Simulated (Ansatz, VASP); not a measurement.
One calculation of Zn, two programs

```
Zn
1.0
     0.00000    2.92539    2.92539
     2.92539    0.00000    2.92539
     2.92539    2.92539    0.00000
Zn
2
Direct
  0.12500 0.12500 0.12500
  0.87500 0.87500 0.87500
```

Alike in both runs: task single point; functional revPBE; k mesh 10 × 10 × 10; occupations fermi-dirac, width 0.1 eV; no spin polarisation.

```csv
,VASP,Ansatz
version,VASP 6.6.1,Ansatz 0.2.0
potentials or method,"VASP PAW PBE potentials, release 64 (Zn), cutoff 520 eV","plane waves (420 eV) with PAW, scalar-relativistic"
valence electrons in the cell,24,24
```

|  | VASP | Ansatz | Ansatz less VASP |
| --- | --- | --- | --- |
| pressure (GPa) | 1.1 | 0.9 | -0.14 |

VASP's potentials were made for PBE, not for revPBE.
